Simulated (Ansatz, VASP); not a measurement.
**One calculation of ZnSe, two programs**

```
Zn Se
1.0
    -2.78390    2.78390    0.00000
     0.00000    0.00000    5.56780
     2.78390    2.78390    0.00000
Zn Se
2 2
Cartesian
  0.0000 0.0000 0.0000
  0.0000 2.7839 2.7839
  1.3919 1.3919 1.3919
  -1.3919 1.3919 4.1758
```

Alike in both runs: task single point; functional LDA; k mesh 7 × 5 × 7; occupations fermi-dirac, width 0.02 eV; no spin polarisation.

```csv
,VASP,Ansatz
version,VASP 6.6.1,Ansatz 0.2.0
potentials or method,"VASP PAW LDA potentials, release 64 (Zn, Se)","PAW with Ansatz's default frozen-core files, scalar-relativistic"
plane-wave cutoff (eV),520,420
valence electrons in the cell,36,56
```

Ansatz gave:

* gap on the k mesh at the Fermi level (eV): 1.25
* pressure (GPa): 0.0

Problem. Which values does VASP return?

Solution. gap on the k mesh at the Fermi level (eV): 1.29; pressure (GPa): 0.4.

LDA's correlation is that of Perdew and Zunger in VASP and of Perdew and Wang (1992) in Ansatz. VASP's potentials hold 36 valence electrons a cell and Ansatz's 56, so a difference there can come from the potentials and not from the codes.
